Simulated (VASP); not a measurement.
Runs of VASP 6.6.1 on Al. The structure is that of space group P6/mmm (No. 191), or close to it. The cells are those of the table. This isn't the form of Al at room conditions, which is fcc.

| task | level | cell | k mesh | cutoff (eV) | grid for exact exchange (PRECFOCK) | share of exact exchange | screening parameter | gap on the mesh (eV) | pressure (GPa) | relaxed volume (Å³/atom) |
| --- | --- | --- | --- | --- | --- | --- | --- | --- | --- | --- |
| single point | PBEsol-based screened hybrid with 25 % exact exchange | a = 4.547, b = 4.547, c = 2.754 Å, angles 90.0, 90.0, 120.0°, 2 atoms | 4 × 4 × 5 | 520 | Normal | 0.25 | 0.207 1/Å | none | -0.5 | - |
| single point | PBE-based screened hybrid with 25 % exact exchange | a = 4.488, b = 4.488, c = 2.841 Å, angles 90.0, 90.0, 120.0°, 2 atoms | 4 × 4 × 5 | 520 | Normal | 0.25 | 0.3 1/Å | none | -0.1 | - |
| single point | r2SCANh | a = 4.547, b = 4.547, c = 2.754 Å, angles 90.0, 90.0, 120.0°, 2 atoms | 4 × 4 × 5 | 520 | Normal | 0.1 | - | none | -0.3 | - |
| single point | PBEsol-based screened hybrid with 25 % exact exchange | a = 4.463, b = 4.463, c = 2.822 Å, angles 90.0, 90.0, 120.0°, 2 atoms | 4 × 4 × 5 | 520 | Normal | 0.25 | 0.207 1/Å | none | 0.0 | - |
| relaxation of cell and atoms | HSE06 | relaxed from a = 4.547, b = 4.547, c = 2.754 Å, angles 90.0, 90.0, 120.0°, 2 atoms | 4 × 4 × 5 | 600 | Normal | 0.25 | 0.2079 1/Å | none | 0.0 | (a) |
| single point | r2SCAN0 | a = 4.547, b = 4.547, c = 2.754 Å, angles 90.0, 90.0, 120.0°, 2 atoms | 4 × 4 × 5 | 520 | Normal | 0.25 | - | none | -0.4 | - |
| relaxation of cell and atoms | r2SCAN+rVV10 | relaxed from a = 4.547, b = 4.547, c = 2.754 Å, angles 90.0, 90.0, 120.0°, 2 atoms | 7 × 7 × 10 | 600 | - | - | - | none | 0.0 | (b) |
| single point | r2SCAN50 | a = 4.547, b = 4.547, c = 2.754 Å, angles 90.0, 90.0, 120.0°, 2 atoms | 4 × 4 × 5 | 520 | Normal | 0.5 | - | none | -0.7 | - |

Alike in all rows: potentials or basis VASP PAW PBE potentials, release 64 (Al); no spin polarisation; smearing fermi-dirac 0.05 eV.

Q: Estimate the missing entries.

A: (a) 24.67; (b) 23.99.

Caveats: some runs use coarse meshes; the PAW data sets were made with another functional, which shifts forces and pressure a little.

A gap of «none» marks levels without a gap at the run's occupations.
